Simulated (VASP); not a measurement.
# Pt (Im-3m) in VASP: elastic constants with PBEsol

Aim: the elastic constants of Pt with PBEsol.

All numbers are computed with VASP 6.6.1; they aren't measurements. Logs are shortened: lines on timing, memory, paths and dates and some standing lists are left out, and cuts for length are marked.

## Step 1: The cell of the first run

Symmetry: Im-3m, No. 229, cubic system. Conventional cell: a = 3.168 Å, b = 3.168 Å, c = 3.168 Å, α = 90.00°, β = 90.00°, γ = 90.00°. Pt (site symmetry m-3m) has 14 Pt at 2.74 to 3.17 Å within 3.6 Å.

This isn't the form of Pt at room conditions, which is fcc.

## Step 2: Elastic constants, PBEsol

Contents of INCAR:

```
SYSTEM = Pt
ALGO     = Normal         ! electronic algorithm
EDIFF    = 1E-8           ! SCF threshold, eV
ENCUT    = 500            ! plane-wave cutoff, eV
GGA      = PS             ! functional
GGA_COMPAT= .FALSE.      
IBRION   = 6              ! ionic algorithm
ISIF     = 3              ! what is computed and relaxed
ISMEAR   = 0              ! smearing method
LASPH    = .TRUE.         ! aspherical terms in the spheres
LCHARG   = .TRUE.         ! write CHGCAR
LREAL    = .FALSE.        ! projectors in reciprocal space
LWAVE    = .FALSE.        ! write WAVECAR
NBANDS   = 11             ! bands
NELM     = 120            ! most SCF steps
NFREE    = 2            
NSW      = 1              ! ionic steps
POTIM    = 0.015          ! step
PREC     = Accurate       ! precision mode
SIGMA    = 0.1            ! smearing width, eV
```

Contents of KPOINTS:

```
k-points
0
G
  19 19 19
  0 0 0
```

Contents of POSCAR:

```
Pt
1.0
   -1.5842200000      1.5842200000      1.5842200000
    1.5842200000     -1.5842200000      1.5842200000
    1.5842200000      1.5842200000     -1.5842200000
Pt
1
Direct
    0.0000000000      0.0000000000      0.0000000000
```

Potentials or basis: VASP PAW PBE potentials, release 64 (Pt).

The run is started by

```bash
> cat potpaw_PBE.64/Pt/POTCAR > POTCAR
> mpirun -np 1 vasp_std > vasp.out
```

OUTCAR:

```text
SYSTEM = Pt
   EDIFF = 1E-8
   ENCUT = 500
   GGA = PS
   IBRION = 6
   ISIF = 3
   ISMEAR = 0
   LASPH = .TRUE.
   LREAL = .FALSE.
   NELM = 120
   NFREE = 2
   NSW = 1
   POTIM = 0.015
   PREC = Accurate

 ion  position               nearest neighbor table
   1  0.000  0.000  0.000-

  LATTYP: Found a body centered cubic cell.
 ALAT       =     3.1684400000

  Lattice vectors:

 A1 = (  -1.5842200000,   1.5842200000,   1.5842200000)
 A2 = (   1.5842200000,  -1.5842200000,   1.5842200000)
 A3 = (   1.5842200000,   1.5842200000,  -1.5842200000)

Analysis of symmetry for initial positions (statically):
=====================================================================
 Subroutine PRICEL returns:
 Original cell was already a primitive cell.

 Routine SETGRP: Setting up the symmetry group for a
 body centered cubic supercell.

 Subroutine GETGRP returns: Found 48 space group operations
 (whereof 48 operations were pure point group operations)
 out of a pool of 48 trial point group operations.

The static configuration has the point symmetry O_h .

Analysis of symmetry for dynamics (positions and initial velocities):
=====================================================================
 Subroutine PRICEL returns:
 Original cell was already a primitive cell.

 Routine SETGRP: Setting up the symmetry group for a
 body centered cubic supercell.

 Subroutine GETGRP returns: Found 48 space group operations
 (whereof 48 operations were pure point group operations)
 out of a pool of 48 trial point group operations.

The dynamic configuration has the point symmetry O_h .

 Subroutine INISYM returns: Found 48 space group operations
 (whereof 48 operations are pure point group operations),
 and found     1 'primitive' translations

----------------------------------------------------------------------------------------
[... 591 lines left out ...]

 number of electron      10.0000000 magnetization

------------------------ aborting loop because EDIFF is reached ----------------------------------------
[... 65 lines left out ...]
--------------------------------------- Ionic step       15  -------------------------------------------

 number of electron      10.0000000 magnetization

 Free energy of the ion-electron system (eV)
  ---------------------------------------------------
  ext. energy  EPLUGINS =         0.00000000
  ---------------------------------------------------
  free energy    TOTEN  =        -6.82103642 eV

  energy without entropy =       -6.81252020  energy(sigma->0) =       -6.81677831

 E-fermi :   9.8963     XC(G=0): -13.3081

 val. band max:        9.8959491378   @ k =  -0.3684   0.4211   0.3158
 cond. band min:       9.8968609392   @ k =  -0.3684   0.4211   0.2105
 fundamental gap:      0.0009118013
 Fermi energy:         9.8962638009

 k-point     1 :       0.0000    0.0000    0.0000
  band No.  band energies     occupation
      1       0.4059      2.00000
      2       6.4532      2.00000
      3       6.4532      2.00000
      4       6.4532      2.00000
      5       8.9404      2.00000
      6       8.9404      2.00000
      7      26.9877      0.00000
      8      26.9877      0.00000
      9      26.9877      0.00000
     10      36.9133      0.00000
     11      36.9133      0.00000
[... 350 lines left out ...]
  FREE ENERGIE OF THE ION-ELECTRON SYSTEM (eV)
  ---------------------------------------------------
  free  energy   TOTEN  =        -6.8210364236 eV

  energy  without entropy=       -6.8125201972  energy(sigma->0) =       -6.81677831

 INTERNAL STRAIN TENSORS FROM STRAINED CELLS
 ============================================

 INTERNAL STRAIN TENSOR FOR ION    1 for displacements in x,y,z  (eV/Angst):
          X           Y           Z          XY          YZ          ZX
  --------------------------------------------------------------------------------
  x    -0.00000    -0.00000    -0.00000    -0.00000     0.00000     0.00000
  y    -0.00000     0.00000     0.00000     0.00000    -0.00000    -0.00000
  z     0.00000    -0.00000     0.00000     0.00000    -0.00000     0.00000

 INTERNAL STRAIN TENSORS FROM DISPLACED ATOMS
 ============================================

 INTERNAL STRAIN TENSOR FOR ION    1 for displacements in x,y,z  (eV/Angst):
          X           Y           Z          XY          YZ          ZX
  --------------------------------------------------------------------------------
  x     0.00000     0.00000     0.00000     0.00000     0.00000     0.00000
  y     0.00000     0.00000     0.00000     0.00000     0.00000     0.00000
  z     0.00000     0.00000     0.00000     0.00000     0.00000     0.00000

 Eigenvectors and eigenvalues of the dynamical matrix
 ----------------------------------------------------

   1 f  =    0.000000 THz     0.000000 2PiTHz    0.000000 cm-1     0.000000 meV
             X         Y         Z           dx          dy          dz
      0.000000  0.000000  0.000000    -0.209529   -0.977802    0.000000

   2 f  =    0.000000 THz     0.000000 2PiTHz    0.000000 cm-1     0.000000 meV
             X         Y         Z           dx          dy          dz
      0.000000  0.000000  0.000000     0.977802   -0.209529    0.000000

   3 f  =    0.000000 THz     0.000000 2PiTHz    0.000000 cm-1     0.000000 meV
             X         Y         Z           dx          dy          dz
      0.000000  0.000000  0.000000     0.000000    0.000000    1.000000

--------------------------------------------------------------------------------------------------------

 ELASTIC MODULI CONTR FROM IONIC RELAXATION (kBar)
 Direction    XX          YY          ZZ          XY          YZ          ZX
 --------------------------------------------------------------------------------
 XX           0.0000      0.0000      0.0000      0.0000      0.0000      0.0000
 YY           0.0000      0.0000      0.0000      0.0000      0.0000      0.0000
 ZZ           0.0000      0.0000      0.0000      0.0000      0.0000      0.0000
 XY           0.0000      0.0000      0.0000      0.0000      0.0000      0.0000
 YZ           0.0000      0.0000      0.0000      0.0000      0.0000      0.0000
 ZX           0.0000      0.0000      0.0000      0.0000      0.0000      0.0000
 --------------------------------------------------------------------------------

 TOTAL ELASTIC MODULI (kBar)
 Direction    XX          YY          ZZ          XY          YZ          ZX
 --------------------------------------------------------------------------------
 XX        1498.5543   2634.6658   2634.6658      0.0000     -0.0000      0.0000
 YY        2634.6658   1498.5543   2634.6658     -0.0000      0.0000      0.0000
 ZZ        2634.6658   2634.6658   1498.5543     -0.0000     -0.0000     -0.0000
 XY           0.0000     -0.0000     -0.0000   1289.3776      0.0000      0.0000
 YZ          -0.0000      0.0000     -0.0000      0.0000   1289.3776      0.0000
 ZX           0.0000      0.0000     -0.0000      0.0000      0.0000   1289.3776
 --------------------------------------------------------------------------------
```

OSZICAR:

```text
N       E                     dE             d eps       ncg     rms          rms(c)
DAV:   1     0.364987254873E+02    0.36499E+02   -0.51616E+03  4968   0.811E+02
DAV:   2    -0.668454450202E+01   -0.43183E+02   -0.41286E+02  5537   0.170E+02
[... 162 lines left out ...]
DAV:   2    -0.682140420378E+01   -0.33025E-02   -0.36809E-02  5455   0.176E+00    0.102E-01
DAV:   3    -0.682103454306E+01    0.36966E-03   -0.15840E-03  5497   0.256E-01    0.721E-03
DAV:   4    -0.682103575296E+01   -0.12099E-05   -0.12651E-05  5686   0.318E-02    0.367E-03
DAV:   5    -0.682103620309E+01   -0.45012E-06   -0.68954E-07  5674   0.525E-03    0.146E-03
DAV:   6    -0.682103642444E+01   -0.22135E-06   -0.87710E-08  5697   0.187E-03    0.286E-05
DAV:   7    -0.682103642364E+01    0.79581E-09   -0.53062E-10  3242   0.233E-04
  15 F= -.68210364E+01 E0= -.68167783E+01  d E =-.851623E-02
```

stdout:

```text
POSCAR found type information on POSCAR Pt
 POSCAR found :  1 types and       1 ions
 scaLAPACK will be used
 -----------------------------------------------------------------------------
|                                                                             |
|                                                                             |
|     You enforced a specific xc type in the INCAR file but a different       |
|     I HOPE YOU KNOW WHAT YOU ARE DOING!                                     |
|                                                                             |
 -----------------------------------------------------------------------------

 LDA part: xc-table for (Slater+PW92), standard interpolation
 POSCAR, INCAR and KPOINTS ok, starting setup
 FFT: planning ... GRIDC
 FFT: planning ... GRID_SOFT
 FFT: planning ... GRID
 WAVECAR not read
 entering main loop
 Found     1 degrees of freedom:
 Adding 6 more for cell shape distortion
 Finite differences POTIM= 0.01500 DOF=   7
 bond charge predicted
 Finite differences progress:
 bond charge predicted
 Finite differences progress:
 bond charge predicted
 Finite differences progress:
 bond charge predicted
 Finite differences progress:
 bond charge predicted
 Finite differences progress:
 bond charge predicted
 Finite differences progress:
 bond charge predicted
 Finite differences progress:
 bond charge predicted
 Finite differences progress:
 bond charge predicted
 Finite differences progress:
 bond charge predicted
 Finite differences progress:
 bond charge predicted
 Finite differences progress:
 bond charge predicted
 Finite differences progress:
 bond charge predicted
 Finite differences progress:
 bond charge predicted
 Finite differences progress:
```

Run time: 11 min. Hardware: 1 thread of AMD EPYC 9R45 (Zen 5), shared host; peak memory 0.56 GiB.

Results:

* Elastic constants C11, C12, C44: 150, 263, 129 GPa
* Voigt bulk modulus: 226 GPa

Elastic tensor in Voigt notation (GPa, in the Cartesian axes of the cell as first typed):
```
150 263 263   0   0   0
263 150 263   0   0   0
263 263 150   0   0   0
  0   0   0 129   0   0
  0   0   0   0 129   0
  0   0   0   0   0 129
```

Clamped-ion elastic tensor (GPa):
```
150 263 263   0   0   0
263 150 263   0   0   0
263 263 150   0   0   0
  0   0   0 129   0   0
  0   0   0   0 129   0
  0   0   0   0   0 129
```

Caveat: the cell is under stress, which shifts elastic constants; the elastic tensor has a negative eigenvalue, so either the cell is unstable as it stands or the mesh is too thin; the PAW data sets were made with another functional, which shifts forces and pressure a little; spin-orbit coupling is left out, which moves the levels of the heavy elements.
